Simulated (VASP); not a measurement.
# ScAlN2 (P6/mmm) in VASP: notebook

Runs on ScAlN2. Level: PBE. Tasks: single point.

All numbers are computed with VASP 6.6.1; they aren't measurements. Logs are shortened: lines on timing, memory, paths and dates and some standing lists are left out, and cuts for length are marked.

## Step 1: The cell of the first run

Symmetry: P6/mmm, No. 191, hexagonal system. The conventional cell has a = 3.873 Å, b = 3.873 Å, c = 4.354 Å, α = 90.00°, β = 90.00°, γ = 120.00°. Sc (site symmetry 6/mmm) has 2 Al at 2.18 Å and 6 N at 2.24 Å within 2.9 Å. Al (site symmetry 6/mmm) has 2 Sc at 2.18 Å within 2.9 Å. Within 3.0 Å of N (site symmetry -6m2) lie 3 N at 2.24 Å and 3 Sc at 2.24 Å.

## Step 2: Single point, PBE

INCAR reads:

```
SYSTEM = ScAlN2
ALGO     = Normal         ! electronic algorithm
EDIFF    = 1E-6           ! SCF threshold, eV
ENCUT    = 520            ! plane-wave cutoff, eV
GGA      = PE             ! functional
ISIF     = 2              ! what is computed and relaxed
ISMEAR   = 0              ! smearing method
LASPH    = .True.         ! aspherical terms in the spheres
LCHARG   = .True.         ! write CHGCAR
LELF     = .True.         ! ELF
LREAL    = .False.        ! projectors in reciprocal space
LVHAR    = .True.       
LWAVE    = .False.        ! write WAVECAR
NBANDS   = 20             ! bands
NELM     = 60             ! most SCF steps
PREC     = Accurate       ! precision mode
SIGMA    = 0.1            ! smearing width, eV
```

KPOINTS reads:

```
k-points
0
Gamma
  6 6 4
  0 0 0
```

POSCAR reads:

```
ScAlN2
1.0
    3.8730378000      0.0000000000      0.0000000000
   -1.9365189000      3.3541491200      0.0000000000
    0.0000000000      0.0000000000      4.3544410400
Sc Al N
1 1 2
Direct
    0.0000000000      0.0000000000      0.5000000000
    0.0000000000      0.0000000000      0.0000000000
    0.3333333300      0.6666666700      0.5000000000
    0.6666666700      0.3333333300      0.5000000000
```

Potentials or basis: VASP PAW PBE potentials, release 64 (Sc_sv, Al, N).

Command:

```sh
$ cat potpaw_PBE.64/Sc_sv/POTCAR potpaw_PBE.64/Al/POTCAR potpaw_PBE.64/N/POTCAR > POTCAR
$ mpirun -np 1 vasp_std > vasp.out
```

OUTCAR:

```text
SYSTEM = ScAlN2
   EDIFF = 1E-6
   ENCUT = 520
   GGA = PE
   ISIF = 2
   ISMEAR = 0
   LASPH = .True.
   LREAL = .False.
   NELM = 60
   PREC = Accurate

 ion  position               nearest neighbor table
   1  0.000  0.000  0.500-   2 2.18   2 2.18   4 2.24   3 2.24   3 2.24   4 2.24   4 2.24   3 2.24

   2  0.000  0.000  0.000-   1 2.18   1 2.18
   3  0.333  0.667  0.500-   1 2.24   1 2.24   1 2.24
   4  0.667  0.333  0.500-   1 2.24   1 2.24   1 2.24

  LATTYP: Found a hexagonal cell.
 ALAT       =     3.8730378000
 C/A-ratio  =     1.1242960345

  Lattice vectors:

 A1 = (   3.8730378000,   0.0000000000,   0.0000000000)
 A2 = (  -1.9365189000,   3.3541491200,   0.0000000000)
 A3 = (   0.0000000000,   0.0000000000,   4.3544410400)

Analysis of symmetry for initial positions (statically):
=====================================================================
 Subroutine PRICEL returns:
 Original cell was already a primitive cell.

 Routine SETGRP: Setting up the symmetry group for a
 hexagonal supercell.

 Subroutine GETGRP returns: Found 24 space group operations
 (whereof 24 operations were pure point group operations)
 out of a pool of 24 trial point group operations.

The static configuration has the point symmetry D_6h.

Analysis of symmetry for dynamics (positions and initial velocities):
=====================================================================
 Subroutine PRICEL returns:
 Original cell was already a primitive cell.

 Routine SETGRP: Setting up the symmetry group for a
 hexagonal supercell.

 Subroutine GETGRP returns: Found 24 space group operations
 (whereof 24 operations were pure point group operations)
 out of a pool of 24 trial point group operations.

The dynamic configuration has the point symmetry D_6h.

 Subroutine INISYM returns: Found 24 space group operations
 (whereof 24 operations are pure point group operations),
 and found     1 'primitive' translations

----------------------------------------------------------------------------------------

                                     Primitive cell

  volume of cell :      56.5674

  direct lattice vectors                    reciprocal lattice vectors
     3.873037800  0.000000000  0.000000000     0.258195260  0.149069103  0.000000000
    -1.936518900  3.354149120  0.000000000     0.000000000  0.298138206  0.000000000
     0.000000000  0.000000000  4.354441040     0.000000000  0.000000000  0.229650601

  length of vectors
     3.873037800  3.873037796  4.354441040     0.298138205  0.298138206  0.229650601

  position of ions in fractional coordinates (direct lattice)
     0.000000000  0.000000000  0.500000000
     0.000000000  0.000000000  0.000000000
     0.333333330  0.666666670  0.500000000
     0.666666670  0.333333330  0.500000000

  ion indices of the primitive-cell ions
   primitive index   ion index
                 1           1
                 2           2
                 3           3
                 4           4

----------------------------------------------------------------------------------------

 KPOINTS: k-points

Automatic generation of k-mesh.
 Grid dimensions read from file:
 generate k-points for:    6    6    4

 Generating k-lattice:

  Cartesian coordinates                     Fractional coordinates (reciprocal lattice)
     0.043032543  0.024844850  0.000000000     0.166666667  0.000000000  0.000000000
     0.000000000  0.049689701  0.000000000     0.000000000  0.166666667  0.000000000
     0.000000000  0.000000000  0.057412650     0.000000000  0.000000000  0.250000000

  Length of vectors
     0.049689701  0.049689701  0.057412650

  Shift w.r.t. Gamma in fractional coordinates (k-lattice)
     0.000000000  0.000000000  0.000000000

 Subroutine IBZKPT returns following result:
 ===========================================

 Found     21 irreducible k-points:

 Following reciprocal coordinates:
            Coordinates               Weight
  0.000000  0.000000  0.000000      1.000000
  0.166667  0.000000  0.000000      6.000000
  0.333333  0.000000  0.000000      6.000000
  0.500000  0.000000  0.000000      3.000000
  0.166667  0.166667  0.000000      6.000000
  0.333333  0.166667  0.000000     12.000000
[... 13 lines left out ...]
  0.333333  0.166667  0.500000     12.000000
  0.333333  0.333333  0.500000      2.000000
   k-points           NKPTS =     21   k-points in BZ     NKDIM =     21   number of bands    NBANDS=     20
   number of dos      NEDOS =    301   number of ions     NIONS =      4
   total plane-waves  NPLWV =  28800
   dimension x,y,z NGX =    30 NGY =   30 NGZ =   32
   dimension x,y,z NGXF=    60 NGYF=   60 NGZF=   64
   ions per type =               1   1   2
   NGX,Y,Z   is equivalent  to a cutoff of  12.88, 12.88, 12.22 a.u.
   NGXF,Y,Z  is equivalent  to a cutoff of  25.75, 25.75, 24.43 a.u.
 SYSTEM =  ScAlN2
   PREC   = accura    normal or accurate (medium, high low for compatibility)
   ISTART =      0    job   : 0-new  1-cont  2-samecut
   ICHARG =      2    charge: 1-file 2-atom 10-const
   ISPIN  =      1    spin polarized calculation?
   LNONCOLLINEAR =      F non collinear calculations
   LSORBIT =      F    spin-orbit coupling
   LASPH  =      T    aspherical Exc in radial PAW
   ENCUT  =  520.0 eV  38.22 Ry    6.18 a.u.   7.20  7.20  8.10*2*pi/ulx,y,z
   NELM   =     60;   NELMIN=  2; NELMDL= -5     # of ELM steps
   EDIFF  = 0.1E-05   stopping-criterion for ELM
   LREAL  =      F    real-space projection
   EDIFFG = 0.1E-04   stopping-criterion for IOM
   NSW    =      0    number of steps for IOM
   IBRION =     -1    ionic relax: 0-MD 1-quasi-New 2-CG
   NFREE  =      0    steps in history (QN), initial steepest desc. (CG)
   ISIF   =      2    stress and relaxation
   ISYM   =      2    0-nonsym 1-usesym 2-fastsym
   POTIM  = 0.5000    time-step for ionic-motion
   TEBEG  =    0.0;   TEEND  =   0.0 temperature during run
   PSTRESS=    0.0 pullay stress
   NELECT =      24.0000    total number of electrons
   NUPDOWN=      -1.0000    fix difference up-down
   EMIN   =  10.00;   EMAX   =-10.00  energy-range for DOS
   EFERMI =   0.00;   METHOD = LEGACY
   ISMEAR =     0;   SIGMA  =   0.10  broadening in eV -4-tet -1-fermi 0-gaus
   EFERMI_NEDOS =   21; number of points for ismear=-14 and -15
   IALGO  =     38    algorithm
   IMIX   =      4    mixing-type and parameters
     AMIX     =   0.40;   BMIX     =  1.00
     AMIX_MAG =   1.60;   BMIX_MAG =  1.00
  volume/ion in A,a.u.               =      14.14        95.43
  Fermi-wavevector in a.u.,A,eV,Ry     =   1.230145  2.324638 20.589117  1.513257
  Thomas-Fermi vector in A             =   2.365005
   LORBIT       =      0    0 simple, 1 ext, 2 COOP (PROOUT), +10 PAW based schemes
   GGA     = PE    functional components
   LHFCALC =     F    Hartree Fock is set to
   AEXX    =    0.0000 exact exchange contribution
   IVDW    =     0    specifies the selected vdW correction
   LEPSILON=     F    determine dielectric tensor
   LRPA    =     F    only Hartree local field effects (RPA)
 non-spin polarized calculation
 Gauss-broadening in eV      SIGMA  =   0.10
  energy-cutoff  :      520.00
  volume of cell :       56.57
 maximum number of plane-waves:      1542
 NGX is ok and might be reduce to    30
   NGX = 15   NGY = 15   NGZ = 17

 number of electron      24.0000002 magnetization

 Free energy of the ion-electron system (eV)
  ---------------------------------------------------
  ext. energy  EPLUGINS =         0.00000000
  ---------------------------------------------------
  free energy    TOTEN  =       -19.40623032 eV

  energy without entropy =      -19.39091926  energy(sigma->0) =      -19.39857479

 E-fermi :   4.5798     XC(G=0): -10.2697

 val. band max:        4.5568239543   @ k =   0.1667   0.0000   0.0000
 cond. band min:       4.6469773118   @ k =   0.1667   0.0000   0.2500
 fundamental gap:      0.0901533575
 Fermi energy:         4.5797984611

 k-point     1 :       0.0000    0.0000    0.0000
  band No.  band energies     occupation
      1     -43.3922      2.00000
      2     -22.7314      2.00000
      3     -21.9621      2.00000
      4     -21.9621      2.00000
      5     -10.6715      2.00000
      6      -5.9497      2.00000
[... 12 lines left out ...]
     19      10.1450      0.00000
     20      12.0790      0.00000

 k-point     2 :       0.1667    0.0000    0.0000
  band No.  band energies     occupation
      1     -43.3902      2.00000
      2     -22.7284      2.00000
      3     -22.0090      2.00000
      4     -21.9709      2.00000
      5     -10.3604      2.00000
      6      -6.5077      2.00000
[... 12 lines left out ...]
     19      10.0451      0.00000
     20      11.8539      0.00000

 k-point     3 :       0.3333    0.0000    0.0000
  band No.  band energies     occupation
      1     -43.3860      2.00000
      2     -22.7225      2.00000
      3     -22.0999      2.00000
      4     -21.9885      2.00000
      5      -9.5729      2.00000
      6      -7.5113      2.00000
[... 12 lines left out ...]
     19       9.6754      0.00000
     20      10.7834      0.00000

 k-point     4 :       0.5000    0.0000    0.0000
  band No.  band energies     occupation
      1     -43.3839      2.00000
      2     -22.7196      2.00000
      3     -22.1442      2.00000
      4     -21.9972      2.00000
      5      -8.8158      2.00000
      6      -8.2861      2.00000
[... 12 lines left out ...]
     19       9.4446      0.00000
     20       9.7601      0.00000

 k-point     5 :       0.1667    0.1667    0.0000
  band No.  band energies     occupation
      1     -43.3870      2.00000
      2     -22.7240      2.00000
      3     -22.0684      2.00000
      4     -21.9935      2.00000
      5      -9.8133      2.00000
      6      -7.2220      2.00000
[... 12 lines left out ...]
     19      10.1888      0.00000
     20      11.4152      0.00000

 k-point     6 :       0.3333    0.1667    0.0000
  band No.  band energies     occupation
      1     -43.3839      2.00000
      2     -22.7195      2.00000
      3     -22.1198      2.00000
      4     -22.0224      2.00000
      5      -8.9985      2.00000
      6      -8.0302      2.00000
[... 12 lines left out ...]
     19      10.1332      0.00000
     20      10.2351      0.00000

 k-point     7 :       0.3333    0.3333    0.0000
  band No.  band energies     occupation
      1     -43.3828      2.00000
      2     -22.7181      2.00000
      3     -22.0847      2.00000
      4     -22.0847      2.00000
      5      -8.4631      2.00000
      6      -8.4631      2.00000
[... 12 lines left out ...]
     19      10.0869      0.00000
     20      10.0869      0.00000
[... 208 lines left out ...]
 k-point    17 :       0.3333    0.0000    0.5000
  band No.  band energies     occupation
      1     -43.3818      2.00000
      2     -22.7717      2.00000
      3     -22.0991      2.00000
      4     -21.9884      2.00000
      5      -9.4969      2.00000
      6      -7.4728      2.00000
[... 12 lines left out ...]
     19      11.8219      0.00000
     20      11.8598      0.00000

 k-point    18 :       0.5000    0.0000    0.5000
  band No.  band energies     occupation
      1     -43.3797      2.00000
      2     -22.7683      2.00000
      3     -22.1431      2.00000
      4     -21.9971      2.00000
      5      -8.7564      2.00000
      6      -8.2326      2.00000
[... 12 lines left out ...]
     19      11.7676      0.00000
     20      11.7829      0.00000

 k-point    19 :       0.1667    0.1667    0.5000
  band No.  band energies     occupation
      1     -43.3828      2.00000
      2     -22.7734      2.00000
      3     -22.0677      2.00000
      4     -21.9933      2.00000
      5      -9.7330      2.00000
      6      -7.1883      2.00000
[... 12 lines left out ...]
     19      11.4294      0.00000
     20      11.4606      0.00000

 k-point    20 :       0.3333    0.1667    0.5000
  band No.  band energies     occupation
      1     -43.3797      2.00000
      2     -22.7683      2.00000
      3     -22.1189      2.00000
      4     -22.0221      2.00000
      5      -8.9348      2.00000
      6      -7.9849      2.00000
[... 12 lines left out ...]
     19      10.7341      0.00000
     20      11.1308      0.00000

 k-point    21 :       0.3333    0.3333    0.5000
  band No.  band energies     occupation
      1     -43.3786      2.00000
      2     -22.7667      2.00000
      3     -22.0840      2.00000
      4     -22.0840      2.00000
      5      -8.4118      2.00000
      6      -8.4118      2.00000
[... 12 lines left out ...]
     19      10.0667      0.00000
     20      10.0667      0.00000

------------------------ aborting loop because EDIFF is reached ----------------------------------------

  FORCE on cell =-STRESS in cart. coord.  units (eV):
  Direction    XX          YY          ZZ          XY          YZ          ZX
  --------------------------------------------------------------------------------------
  -------------------------------------------------------------------------------------
  Total       -1.8860533     -1.8860533     24.5467761      0.0000000     -0.0000000      0.0000000
  in kB      -53.4192803    -53.4192802    695.2460450      0.0000000     -0.0000000      0.0000000
  external PRESSURE =     196.1358281 kB  Pullay stress =       0.0000000 kB

 VOLUME and BASIS-vectors are now :
 -----------------------------------------------------------------------------
  energy-cutoff  :      520.00
  volume of cell :       56.57
      direct lattice vectors                 reciprocal lattice vectors
     3.873037800  0.000000000  0.000000000     0.258195260  0.149069103  0.000000000
    -1.936518900  3.354149120  0.000000000     0.000000000  0.298138206  0.000000000
     0.000000000  0.000000000  4.354441040     0.000000000  0.000000000  0.229650601

 POSITION                                       TOTAL-FORCE (eV/Angst)
 -----------------------------------------------------------------------------------
      0.00000      0.00000      2.17722         0.000000     -0.000000     -0.000000
      0.00000      0.00000      0.00000         0.000000     -0.000000     -0.000000
     -0.00000      2.23610      2.17722         0.000000      0.000000     -0.000000
      1.93652      1.11805      2.17722        -0.000000      0.000000      0.000000
 -----------------------------------------------------------------------------------
    total drift:                                0.000000      0.000000      0.000000

  FREE ENERGIE OF THE ION-ELECTRON SYSTEM (eV)
  ---------------------------------------------------
  free  energy   TOTEN  =       -19.4062303183 eV

  energy  without entropy=      -19.3909192629  energy(sigma->0) =      -19.39857479
```

Run time: 18 s. Hardware: 1 thread of Intel Xeon 6975P-C (Granite Rapids), shared host; peak memory 0.18 GiB.

Results:

- Free energy: -19.4062 eV
- Pressure: 19.6 GPa
- Band gap on the k mesh: zero (band 12 reaches 5.27 eV, above the bottom of band 13 at 4.14 eV)

Caveat: the k points lie up to 0.36 Å⁻¹ apart.

## Step 3: Single point, PBE

This run uses another cell than the first one, of 18.99 Å³/atom, 1.343 times its volume.

INCAR reads:

```
ALGO = Normal
EDIFF = 1E-6
ENCUT = 520
GGA = PE
ISIF = 2
ISMEAR = 0
LASPH = T
LCHARG = F
LREAL = F
LWAVE = F
NBANDS = 20
NELM = 80
PREC = Accurate
SIGMA = 0.1
```

KPOINTS reads:

```
k-points
0
Gamma
  6 6 4
```

POSCAR reads:

```
ScAlN2
1.0
    3.7286980906      0.0000000000      0.0000000000
   -1.8643490453      3.2291472695      0.0000000000
    0.0000000000      0.0000000000      6.3099625632
Sc Al N
1 1 2
Direct
    0.0000000000      0.0000000000      0.5000000000
    0.0000000000      0.0000000000      0.0000000000
    0.3333333333      0.6666666667      0.5000000000
    0.6666666667      0.3333333333      0.5000000000
```

Potentials or basis: VASP PAW PBE potentials, release 64 (Sc_sv, Al, N).

Command:

```sh
$ cat potpaw_PBE.64/Sc_sv/POTCAR potpaw_PBE.64/Al/POTCAR potpaw_PBE.64/N/POTCAR > POTCAR
$ mpirun -np 1 vasp_std > vasp.out
```

Wall time 22 s (1 thread of Intel Xeon 6975P-C (Granite Rapids), shared host); peak memory 0.2 GiB.

Results (log left out):

```
Free energy            : -22.3291 eV
Pressure               : 0.4 GPa
Band gap on the k mesh : zero (band 12 reaches 3.96 eV, above the bottom of band 13 at 2.36 eV)
```

Stress tensor (GPa, compression positive):
```
0.51 0.00 0.00
0.00 0.51 0.00
0.00 0.00 0.12
```

Levels at points of the mesh, in eV from the Fermi level:
```csv
k point,band 9,band 10,band 11,band 12,band 13,band 14,band 15,band 16
"(0.00, 0.00, 0.00)",-5.20,-3.86,0.88,1.32,1.37,1.37,2.48,3.25
"(0.50, 0.00, 0.00)",-3.04,-2.78,-1.06,-1.04,-0.10,1.20,1.85,2.83
"(0.00, 0.00, 0.50)",-5.20,-2.57,-1.28,0.87,1.38,1.38,3.13,3.13
"(0.50, 0.00, 0.50)",-3.34,-2.95,-0.56,-0.27,-0.10,0.13,1.18,2.45
```
